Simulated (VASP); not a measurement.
Input of a VASP 6.6.1 run:

File INCAR:

```
PREC     = Accurate       # precision mode
ENCUT    = 600            # plane-wave cutoff, eV
EDIFF    = 1E-6           # SCF threshold, eV
ISMEAR   = -1             # smearing method
SIGMA    = 0.05           # smearing width, eV
LREAL    = F              # projectors in reciprocal space
LASPH    = T              # aspherical terms in the spheres
NELM     = 60             # most SCF steps
ALGO     = Normal         # electronic algorithm
ISIF     = 3              # what is computed and relaxed
LWAVE    = F              # write WAVECAR
LCHARG   = F              # write CHGCAR
GGA      = PS             # functional
IVDW     = 12             # dispersion correction
IBRION   = 2              # ionic algorithm
NSW      = 60             # ionic steps
EDIFFG   = -0.01          # ionic threshold
```

KPOINTS

```
Automatic mesh
0
Gamma
  7 7 7
```

Contents of POSCAR:

```
Bi
1.0
    2.2675000000      1.3091417354      3.9380000000
   -2.2675000000      1.3091417354      3.9380000000
    0.0000000000     -2.6182834708      3.9380000000
Bi
2
Direct
    0.7660000000      0.7660000000      0.7660000000
    0.2340000000      0.2340000000      0.2340000000
```

Potentials or basis: VASP PAW PBE potentials, release 64 (Bi_d).

Launch:

```sh
$ cat potpaw_PBE.64/Bi_d/POTCAR > POTCAR
$ mpirun -np 1 vasp_std > vasp.out
```

**Question.** What does it give for the space group after relaxing (to 0.1 Å)?

**Answer.** R-3m (No. 166).

**Question.** What does it give for the relaxed cell?

**Answer.** a = 4.552 Å, b = 4.552 Å, c = 4.552 Å, α = 58.93°, β = 58.93°, γ = 58.93°.

**Question.** Predict the relaxed volume.

**Answer.** 32.54 Å³/atom.

The path:
```csv
step,energy change (eV),largest force (eV/Å),pressure (GPa),volume (Å³)
1,0.0000,0.1312,-2.50,70.14
2,-0.0237,0.4692,1.65,64.74
3,-0.0310,0.3578,0.15,66.42
4,-0.0419,0.2381,0.15,65.93
5,-0.0522,0.0052,0.37,64.74
6,-0.0522,0.0427,-0.55,65.68
7,-0.0530,0.0171,-0.10,65.21
8,-0.0534,0.0023,-0.04,65.14
9,-0.0534,0.0060,-0.06,65.11
10,-0.0533,0.0187,0.05,65.04
11,-0.0534,0.0071,0.01,65.09
```

Caveat: the PAW data sets were made with another functional, which shifts forces and pressure a little.
